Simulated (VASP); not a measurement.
# Bi (Cmce) in VASP: single point with PBE

Aim: the single point of Bi with PBE.

Program: VASP 6.6.1. These are calculated values, not measurements. Logs are shortened: lines on timing, memory, paths and dates and some standing lists are left out, and cuts for length are marked.

**1. The cell of the first run**

Symmetry: Cmce, No. 64, orthorhombic system. Conventional cell: a = 4.152 Å, b = 12.537 Å, c = 5.090 Å, α = 90.00°, β = 90.00°, γ = 90.00°. Within 3.5 Å of Bi (site symmetry m) lie 3 Bi at 2.62 to 2.64 Å.

**2. Single point, PBE**

Input file INCAR:

```
SYSTEM = Bi
PREC = Accurate ; ENCUT = 520
EDIFF = 1E-6 ; ISMEAR = -1
SIGMA = 0.1 ; LREAL = .False.
LASPH = .True. ; NELM = 80
ALGO = Normal ; ISIF = 2
LWAVE = .False. ; LCHARG = .False.
GGA = PE ; NBANDS = 38
```

Input file KPOINTS:

```
regular mesh
0
Gamma
  9 7 9
  0 0 0
```

Input file POSCAR:

```
Bi
1.0
   -4.1523660000      0.0000000000      0.0000000000
    0.0000000000     -5.0903660000      0.0000000000
    2.0761830000      0.0000000000      6.2685850000
Bi
4
Direct
    0.0980000000      0.9100000000      0.1960000000
    0.5980000000      0.5900000000      0.1960000000
    0.9020000000      0.0900000000      0.8040000000
    0.4020000000      0.4100000000      0.8040000000
```

Potentials or basis: VASP PAW PBE potentials, release 64 (Bi_d).

On the command line:

```
$ cat potpaw_PBE.64/Bi_d/POTCAR > POTCAR
$ mpirun -np 1 vasp_std > vasp.out
```

OUTCAR:

```text
SYSTEM = Bi
   PREC = Accurate
   ENCUT = 520
   EDIFF = 1E-6
   ISMEAR = -1
   LREAL = .False.
   LASPH = .True.
   NELM = 80
   ISIF = 2
   GGA = PE

 ion  position               nearest neighbor table
   1  0.098  0.910  0.196-   3 2.62   2 2.64   2 2.64
   2  0.598  0.590  0.196-   4 2.62   1 2.64   1 2.64
   3  0.902  0.090  0.804-   1 2.62   4 2.64   4 2.64
   4  0.402  0.410  0.804-   2 2.62   3 2.64   3 2.64

  LATTYP: Found a base centered orthorhombic cell.
 ALAT       =     4.1523660000
 B/A-ratio  =     3.0192834639
 C/A-ratio  =     1.2258953088

  Lattice vectors:

 A1 = (   2.0761830000,   0.0000000000,  -6.2685850000)
 A2 = (   2.0761830000,   0.0000000000,   6.2685850000)
 A3 = (   0.0000000000,  -5.0903660000,   0.0000000000)

Analysis of symmetry for initial positions (statically):
=====================================================================
 Subroutine PRICEL returns:
 Original cell was already a primitive cell.

 Routine SETGRP: Setting up the symmetry group for a
 base centered orthorhombic supercell.

 Subroutine GETGRP returns: Found  8 space group operations
 (whereof  4 operations were pure point group operations)
 out of a pool of  8 trial point group operations.

The static configuration has the point symmetry C_2h.
 The point group associated with its full space group is D_2h.

Analysis of symmetry for dynamics (positions and initial velocities):
=====================================================================
 Subroutine PRICEL returns:
 Original cell was already a primitive cell.

 Routine SETGRP: Setting up the symmetry group for a
 base centered orthorhombic supercell.

 Subroutine GETGRP returns: Found  8 space group operations
 (whereof  4 operations were pure point group operations)
 out of a pool of  8 trial point group operations.

The dynamic configuration has the point symmetry C_2h.
 The point group associated with its full space group is D_2h.

 Subroutine INISYM returns: Found  8 space group operations
 (whereof  4 operations are pure point group operations),
 and found     1 'primitive' translations

----------------------------------------------------------------------------------------

                                     Primitive cell

  volume of cell :     132.4995

  direct lattice vectors                    reciprocal lattice vectors
    -4.152366000  0.000000000  0.000000000    -0.240826555  0.000000000  0.079762817
     0.000000000 -5.090366000  0.000000000     0.000000000 -0.196449528  0.000000000
     2.076183000  0.000000000  6.268585000     0.000000000  0.000000000  0.159525635

  length of vectors
     4.152366000  5.090366000  6.603460741     0.253691815  0.196449528  0.159525635

  position of ions in fractional coordinates (direct lattice)
     0.098000000  0.910000000  0.196000000
     0.598000000  0.590000000  0.196000000
     0.902000000  0.090000000  0.804000000
     0.402000000  0.410000000  0.804000000

  ion indices of the primitive-cell ions
   primitive index   ion index
                 1           1
                 2           2
                 3           3
                 4           4

----------------------------------------------------------------------------------------

 KPOINTS: regular mesh

Automatic generation of k-mesh.
 Grid dimensions read from file:
 generate k-points for:    9    7    9

 Generating k-lattice:

  Cartesian coordinates                     Fractional coordinates (reciprocal lattice)
    -0.026758506  0.000000000  0.008862535     0.111111111  0.000000000  0.000000000
     0.000000000 -0.028064218  0.000000000     0.000000000  0.142857143  0.000000000
     0.000000000  0.000000000  0.017725071     0.000000000  0.000000000  0.111111111

  Length of vectors
     0.028187979  0.028064218  0.017725071

  Shift w.r.t. Gamma in fractional coordinates (k-lattice)
     0.000000000  0.000000000  0.000000000

 Subroutine IBZKPT returns following result:
 ===========================================

 Found    100 irreducible k-points:

 Following reciprocal coordinates:
            Coordinates               Weight
  0.000000  0.000000  0.000000      1.000000
  0.111111  0.000000  0.000000      4.000000
  0.222222  0.000000  0.000000      4.000000
  0.333333  0.000000  0.000000      4.000000
  0.444444  0.000000  0.000000      4.000000
  0.000000  0.142857  0.000000      2.000000
[... 16 lines left out ...]
  0.222222  0.000000  0.111111      4.000000
  0.333333  0.000000  0.111111      4.000000
 [... further k-points ...]
   k-points           NKPTS =    100   k-points in BZ     NKDIM =    100   number of bands    NBANDS=     38
   number of dos      NEDOS =    301   number of ions     NIONS =      4
   total plane-waves  NPLWV =  64000
   dimension x,y,z NGX =    32 NGY =   40 NGZ =   50
   dimension x,y,z NGXF=    64 NGYF=   80 NGZF=  100
   ions per type =               4
   NGX,Y,Z   is equivalent  to a cutoff of  12.81, 13.06, 12.59 a.u.
   NGXF,Y,Z  is equivalent  to a cutoff of  25.62, 26.13, 25.18 a.u.
 SYSTEM =  Bi
   PREC   = accura    normal or accurate (medium, high low for compatibility)
   ISTART =      0    job   : 0-new  1-cont  2-samecut
   ICHARG =      2    charge: 1-file 2-atom 10-const
   ISPIN  =      1    spin polarized calculation?
   LNONCOLLINEAR =      F non collinear calculations
   LSORBIT =      F    spin-orbit coupling
   LASPH  =      T    aspherical Exc in radial PAW
   ENCUT  =  520.0 eV  38.22 Ry    6.18 a.u.   7.72  9.46 12.28*2*pi/ulx,y,z
   NELM   =     80;   NELMIN=  2; NELMDL= -5     # of ELM steps
   EDIFF  = 0.1E-05   stopping-criterion for ELM
   LREAL  =      F    real-space projection
   EDIFFG = 0.1E-04   stopping-criterion for IOM
   NSW    =      0    number of steps for IOM
   IBRION =     -1    ionic relax: 0-MD 1-quasi-New 2-CG
   NFREE  =      0    steps in history (QN), initial steepest desc. (CG)
   ISIF   =      2    stress and relaxation
   ISYM   =      2    0-nonsym 1-usesym 2-fastsym
   POTIM  = 0.5000    time-step for ionic-motion
   TEBEG  =    0.0;   TEEND  =   0.0 temperature during run
   PSTRESS=    0.0 pullay stress
   NELECT =      60.0000    total number of electrons
   NUPDOWN=      -1.0000    fix difference up-down
   EMIN   =  10.00;   EMAX   =-10.00  energy-range for DOS
   EFERMI =   0.00;   METHOD = LEGACY
   ISMEAR =    -1;   SIGMA  =   0.10  broadening in eV -4-tet -1-fermi 0-gaus
   EFERMI_NEDOS =   21; number of points for ismear=-14 and -15
   IALGO  =     38    algorithm
   IMIX   =      4    mixing-type and parameters
     AMIX     =   0.40;   BMIX     =  1.00
     AMIX_MAG =   1.60;   BMIX_MAG =  1.00
  volume/ion in A,a.u.               =      33.12       223.54
  Fermi-wavevector in a.u.,A,eV,Ry     =   1.257150  2.375670 21.503012  1.580427
  Thomas-Fermi vector in A             =   2.390823
   LORBIT       =      0    0 simple, 1 ext, 2 COOP (PROOUT), +10 PAW based schemes
   GGA     = PE    functional components
   LHFCALC =     F    Hartree Fock is set to
   AEXX    =    0.0000 exact exchange contribution
   IVDW    =     0    specifies the selected vdW correction
   LEPSILON=     F    determine dielectric tensor
   LRPA    =     F    only Hartree local field effects (RPA)
 non-spin polarized calculation
  energy-cutoff  :      520.00
  volume of cell :      132.50
 maximum number of plane-waves:      3595
   NGX = 15   NGY = 19   NGZ = 25

 number of electron      59.9999995 magnetization

 Free energy of the ion-electron system (eV)
  ---------------------------------------------------
  ext. energy  EPLUGINS =         0.00000000
  ---------------------------------------------------
  free energy    TOTEN  =       -10.78842488 eV

  energy without entropy =      -10.77499377  energy(sigma->0) =      -10.78170933

 E-fermi :   7.4434     XC(G=0):  -9.5466

 val. band max:        7.4385301588   @ k =   0.0000   0.0000   0.4444
 cond. band min:       7.4566973693   @ k =   0.1111   0.0000   0.3333
 fundamental gap:      0.0181672105
 Fermi energy:         7.4434455149

 k-point     1 :       0.0000    0.0000    0.0000
  band No.  band energies     occupation
      1     -16.6641      2.00000
      2     -16.6487      2.00000
      3     -16.6396      2.00000
      4     -16.3406      2.00000
      5     -16.2672      2.00000
      6     -16.2371      2.00000
[... 30 lines left out ...]
     37      12.8152      0.00000
     38      13.5718      0.00000

 k-point     2 :       0.1111    0.0000    0.0000
  band No.  band energies     occupation
      1     -16.6613      2.00000
      2     -16.6520      2.00000
      3     -16.6292      2.00000
      4     -16.3448      2.00000
      5     -16.2438      2.00000
      6     -16.2184      2.00000
[... 30 lines left out ...]
     37      12.8689      0.00000
     38      13.5519      0.00000

 k-point     3 :       0.2222    0.0000    0.0000
  band No.  band energies     occupation
      1     -16.6539      2.00000
      2     -16.6533      2.00000
      3     -16.5939      2.00000
      4     -16.3554      2.00000
      5     -16.2225      2.00000
      6     -16.1875      2.00000
[... 30 lines left out ...]
     37      12.1193      0.00000
     38      13.6618      0.00000

 k-point     4 :       0.3333    0.0000    0.0000
  band No.  band energies     occupation
      1     -16.6461      2.00000
      2     -16.6446      2.00000
      3     -16.5287      2.00000
      4     -16.3522      2.00000
      5     -16.2491      2.00000
      6     -16.1647      2.00000
[... 30 lines left out ...]
     37      13.0179      0.00000
     38      13.6012      0.00000
[... 703 lines left out ...]
      4     -16.3452      2.00000
      5     -16.2442      2.00000
      6     -16.2183      2.00000
[... 30 lines left out ...]
     37      12.9234      0.00000
     38      12.9728      0.00000

 k-point    23 :       0.2222    0.0000    0.1111
  band No.  band energies     occupation
      1     -16.6538      2.00000
      2     -16.6534      2.00000
      3     -16.5940      2.00000
      4     -16.3560      2.00000
      5     -16.2222      2.00000
      6     -16.1883      2.00000
[... 30 lines left out ...]
     37      12.2613      0.00000
     38      12.9754      0.00000

 k-point    24 :       0.3333    0.0000    0.1111
  band No.  band energies     occupation
      1     -16.6464      2.00000
      2     -16.6443      2.00000
      3     -16.5287      2.00000
      4     -16.3525      2.00000
      5     -16.2490      2.00000
      6     -16.1657      2.00000
[... 30 lines left out ...]
     37      13.0442      0.00000
     38      13.3268      0.00000

 [... further k-points ...]
[... 5 lines left out ...]
  --------------------------------------------------------------------------------------
  -------------------------------------------------------------------------------------
  Total       25.7659114     20.4184644     20.9480959      0.0000000      0.0000000      0.0000000
  in kB      311.5601732    246.8990982    253.3033774      0.0000000      0.0000000      0.0000000
  external PRESSURE =     270.5875496 kB  Pullay stress =       0.0000000 kB

 VOLUME and BASIS-vectors are now :
 -----------------------------------------------------------------------------
  energy-cutoff  :      520.00
  volume of cell :      132.50
      direct lattice vectors                 reciprocal lattice vectors
    -4.152366000  0.000000000  0.000000000    -0.240826555  0.000000000  0.079762817
     0.000000000 -5.090366000  0.000000000     0.000000000 -0.196449528  0.000000000
     2.076183000  0.000000000  6.268585000     0.000000000  0.000000000  0.159525635

 POSITION                                       TOTAL-FORCE (eV/Angst)
 -----------------------------------------------------------------------------------
      0.00000     -4.63223      1.22864        -0.000000     -3.838965      4.336968
     -2.07618     -3.00332      1.22864        -0.000000      3.838965      4.336968
     -2.07618     -0.45813      5.03994         0.000000      3.838965     -4.336968
      0.00000     -2.08705      5.03994         0.000000     -3.838965     -4.336968
 -----------------------------------------------------------------------------------
    total drift:                               -0.000000      0.000000     -0.000000

  FREE ENERGIE OF THE ION-ELECTRON SYSTEM (eV)
  ---------------------------------------------------
  free  energy   TOTEN  =       -10.7884248805 eV

  energy  without entropy=      -10.7749937716  energy(sigma->0) =      -10.78170933
```

It took 5.4 min on 1 thread of Intel Xeon 6975P-C, shared host; peak memory 0.48 GiB.

Results:

| Item | Value |
| --- | --- |
| Free energy | -10.7884 eV |
| Pressure | 27.1 GPa |
| Largest force | 5.792 eV/Å |
| Band gap on the k mesh | zero (band 30 reaches 7.49 eV, above the bottom of band 31 at 7.37 eV) |

Forces on the atoms (eV/Å):
```
Bi   0.000 -3.839  4.337
Bi   0.000  3.839  4.337
Bi   0.000  3.839 -4.337
Bi   0.000 -3.839 -4.337
```

Caveat: spin-orbit coupling is left out, which moves the levels of the heavy elements; forces of over 1 eV/Å act on the atoms, so gaps and moduli don't describe the material at rest.
